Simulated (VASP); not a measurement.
A run of VASP 6.6.1 is set up as follows.

INCAR

```
SYSTEM = AlRu
  PREC = Accurate
  ENCUT = 520
  EDIFF = 1E-6
  ISMEAR = 0
  SIGMA = 0.15
  LREAL = .FALSE.
  LASPH = .TRUE.
  NELM = 60
  ALGO = Fast
  ISIF = 2
  LWAVE = .FALSE.
  LCHARG = .FALSE.
  GGA = PS
  NBANDS = 34
```

Contents of KPOINTS:

```
regular mesh
0
G
  20 20 7
  0 0 0
```

Contents of POSCAR:

```
AlRu
1.0
    0.0000000000     -2.9764078218      0.0000000000
    0.0000000000      0.0000000000     -2.9764078218
    8.9292234653      0.0000000000      0.0000000000
Al Ru
3 3
Direct
    0.0000000000      0.0000000000      0.3333333333
    0.0000000000      0.0000000000      0.6666666667
    0.0000000000      0.0000000000      0.0000000000
    0.5000000000      0.5000000000      0.1666666667
    0.5000000000      0.5000000000      0.5000000000
    0.5000000000      0.5000000000      0.8333333333
```

Potentials or basis: VASP PAW PBE potentials, release 64 (Al, Ru_pv).

Command:

```sh
$ cat potpaw_PBE.64/Al/POTCAR potpaw_PBE.64/Ru_pv/POTCAR > POTCAR
$ mpirun -np 1 vasp_std > vasp.out
```

Question: What does it give for the pressure?

Answer: 0.1 GPa.

Caveat: the PAW data sets were made with another functional, which shifts forces and pressure a little.
